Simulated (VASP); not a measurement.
Crystal: Sr3Bi.

```
Sr Bi
1.0
     3.38392    0.00000    0.00000
    -1.69196    2.93056    0.00000
     0.00000    0.00000   11.09396
Sr Bi
3 1
Direct
  0.66667 0.33333 0.50000
  0.33333 0.66667 0.25407
  0.33333 0.66667 0.74593
  0.66667 0.33333 0.00000
```

The cell was generated, and may not be a known phase.

- Program: VASP 6.6.1
- Task: relaxation of cell and atoms
- Functional: PBE
- Potentials or basis: VASP PAW PBE potentials, release 64 (Sr_sv, Bi_d)
- Cutoff: 600 eV
- k mesh: 6 × 6 × 2
- Occupations: gaussian, width 0.1 eV
- Spin: no spin polarisation

At the start: pressure 18.4 GPa; volume 27.50 Å³/atom.

Q: How do energy, volume and symmetry change on relaxing?

A: Over 24 steps the energy falls by 962.8 meV/atom and the volume is 53.24 Å³/atom (+93.6 %); space group P-6m2 (No. 187, to 0.1 Å) before and after.

The path:
```csv
step,energy change (eV),largest force (eV/Å),pressure (GPa),volume (Å³)
1,0.0000,1.3017,18.43,110.02
2,-2.7041,1.0296,0.79,168.45
3,-2.8972,1.0154,0.19,175.20
4,-2.8868,0.9291,-1.02,189.24
5,-2.9067,0.9814,-0.30,180.46
6,-3.0105,0.8855,-0.20,179.79
7,-3.2794,0.7914,0.27,177.59
8,-3.4937,0.2225,2.20,172.30
9,-3.5734,0.1792,1.71,177.75
10,-3.7294,0.1445,0.51,194.78
11,-3.7745,0.1093,-0.88,231.86
12,-3.7869,0.1314,-0.35,216.25
13,-3.7877,0.1383,-0.41,217.84
14,-3.8078,0.0684,-0.24,219.34
15,-3.8111,0.2565,0.03,221.46
16,-3.8165,0.0223,-0.12,220.27
17,-3.8173,0.1145,-0.05,220.82
18,-3.8176,0.0833,-0.08,220.62
19,-3.8232,0.0876,-0.04,219.51
20,-3.8373,0.1075,0.07,216.13
21,-3.8460,0.1336,0.37,209.23
22,-3.8471,0.1297,0.28,210.97
23,-3.8512,0.0461,0.06,212.46
24,-3.8514,0.0162,-0.02,212.97
```

Final structure:
```cif
data_structure
_symmetry_space_group_name_H-M 'P 1'
_symmetry_Int_Tables_number 1
_cell_length_a 4.7708
_cell_length_b 4.7708
_cell_length_c 10.8049
_cell_angle_alpha 90.000
_cell_angle_beta 90.000
_cell_angle_gamma 120.000
_cell_volume 212.97
loop_
_atom_site_label
_atom_site_type_symbol
_atom_site_fract_x
_atom_site_fract_y
_atom_site_fract_z
_atom_site_occupancy
Sr1 Sr 0.66667 0.33333 0.50000 1
Sr2 Sr 0.33333 0.66667 0.17408 1
Sr3 Sr 0.33333 0.66667 0.82593 1
Bi1 Bi 0.66667 0.33333 0.00000 1
```

Caveat: the volume moved by over 15 % at a fixed basis, so the end points are rough.
